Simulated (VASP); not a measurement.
Write the native input for VASP 6.6.1 that does the following.

```yaml
Task: single point
Functional: PBE
Dispersion: D3(BJ)
Potentials_or_basis: VASP PAW PBE potentials, release 64 (Bi_d, Te)
Cutoff: 500 eV
k_mesh: 6 × 6 × 6
Occupations: gaussian, width 0.1 eV
Spin: no spin polarisation
Dipole_correction: no
Further_INCAR_settings: ALGO = Normal; EDIFF = 1e-06; NBANDS = 32
```

The structure of Bi2Te3 lies in POSCAR:

```
Bi2Te3
1.0
    2.1930005584      1.2661294627     10.1656700000
   -2.1930005584      1.2661294627     10.1656700000
    0.0000000000     -2.5322589254     10.1656700000
Bi Te
2 3
Direct
    0.4000000000      0.4000000000      0.4000000000
    0.6000000000      0.6000000000      0.6000000000
    0.0000000000      0.0000000000      0.0000000000
    0.2095000000      0.2095000000      0.2095000000
    0.7905000000      0.7905000000      0.7905000000
```

One way to write it, as run:

INCAR

```
ALGO     = Normal         # electronic algorithm
EDIFF    = 1E-6           # SCF threshold, eV
ENCUT    = 500            # plane-wave cutoff, eV
GGA      = PE             # functional
GGA_COMPAT= F            
ISIF     = 2              # what is computed and relaxed
ISMEAR   = 0              # smearing method
IVDW     = 12             # dispersion correction
LASPH    = T              # aspherical terms in the spheres
LCHARG   = T              # write CHGCAR
LELF     = T              # ELF
LREAL    = F              # projectors in reciprocal space
LVHAR    = T            
LWAVE    = F              # write WAVECAR
NBANDS   = 32             # bands
NELM     = 120            # most SCF steps
PREC     = Accurate       # precision mode
SIGMA    = 0.1            # smearing width, eV
```

KPOINTS

```
k-points
0
Gamma
  6 6 6
```

Potentials or basis: VASP PAW PBE potentials, release 64 (Bi_d, Te).

The run is started by

```console
$ cat potpaw_PBE.64/Bi_d/POTCAR potpaw_PBE.64/Te/POTCAR > POTCAR
$ mpirun -np 1 vasp_std > vasp.out
```

Results of the run:

| Quantity | Value |
| --- | --- |
| Pressure | -0.3 GPa |
| Largest force | 0.025 eV/Å |
| Band gap on the k mesh | 0.28 eV |
| Dispersion energy per atom | -0.448 eV |

Caveat: spin-orbit coupling is left out, which moves the levels of the heavy elements.

It took 16 min on 1 thread of Oxide Virtual Turin-like Processor, on a shared host, peak memory 0.9 GiB.
